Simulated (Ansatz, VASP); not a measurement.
# AlFe in VASP and in Ansatz

Contents of INCAR:

```
SYSTEM = AlFe
ALGO = Normal ; EDIFF = 1E-6
ENCUT = 520 ; GGA = CA
ISIF = 2 ; ISMEAR = 0
ISPIN = 2 ; LASPH = .True.
LCHARG = .False. ; LMAXMIX = 4
LORBIT = 11 ; LREAL = .False.
LWAVE = .False. ; MAGMOM = 0 0.84
NBANDS = 16 ; NELM = 150
PREC = Accurate ; SIGMA = 0.05
```

KPOINTS

```
k-points
0
Gamma
  10 10 10
  0 0 0
```

POSCAR

```
AlFe
1.0
    2.9100011415      0.0000000000      0.0000000000
    0.0000000000      2.9100011415      0.0000000000
    0.0000000000      0.0000000000      2.9100011415
Al Fe
1 1
Direct
    0.0000000000      0.0000000000      0.0000000000
    0.5000000000      0.5000000000      0.5000000000
```

Input for Ansatz:

```yaml
crystal:
  lattice:
    - [2.9100011415, 0.0, 0.0]
    - [0.0, 2.9100011415, 0.0]
    - [0.0, 0.0, 2.9100011415]
  atoms:
    - { symbol: Al, position: [0.0, 0.0, 0.0] }
    - { symbol: Fe, position: [0.5, 0.5, 0.5], spin: 0.84 }
basis:
  ecutwfc: 420
  ecutrho_ratio: 4
kpoints:
  mp_grid: { grid: [10, 10, 10] }
  band_path:
    path:
      - [[0.0, 0.0, 0.0], [0.0, 0.5, 0.0], [0.5, 0.5, 0.0], [0.0, 0.0, 0.0], [0.5, 0.5, 0.5], [0.0, 0.5, 0.0]]
      - [[0.5, 0.5, 0.5], [0.5, 0.5, 0.0]]
    npoints: 6
hamiltonian:
  xc: lda
scf:
  occupations: { method: gaussian, width: 0.05 }
  lower_state_search: "off"
output:
  forces: true
  stress: true
  eigenvalues: true
  populations: true
  eigenstates:
    nscf_kmesh: { grid: [10, 10, 10] }
    top_band: c24
    exchange_couplings: { magnetic: [{ site: 1 }] }
    magnetocrystalline_anisotropy: {}
magnetization:
  spin_polarized: true
checkpoint:
  read: start.run
  write: ck
  compress: false
  write_wavefunctions: false
  write_every: 100000
```

Alike in both runs: task single point; functional LDA; k mesh 10 × 10 × 10; occupations gaussian, width 0.05 eV; collinear spin.

|  | VASP | Ansatz |
| --- | --- | --- |
| version | VASP 6.6.1 | Ansatz 0.2.0 |
| potentials or method | VASP PAW LDA potentials, release 64 (Al, Fe), cutoff 520 eV | scalar-relativistic, plane waves, PAW |
| valence electrons in the cell | 11 | 19 |

```csv
,VASP,Ansatz,Ansatz less VASP
gap on the k mesh at the Fermi level (eV),none,none,-
pressure (GPa),-16.0,-16.2,-0.22
net moment per atom (μB),0.36,0.37,+0.009
size of the moment on the site where the two differ most (μB),0.76,0.78,+0.020
```

LDA's correlation is that of Perdew and Zunger in VASP and of Perdew and Wang (1992) in Ansatz. Site moments also hang on the region over which each program counts them. A gap of «none» marks a metal or a gap that the smearing closes. VASP's potentials hold 11 valence electrons a cell and Ansatz's 19, so a difference there can come from the potentials and not from the codes.
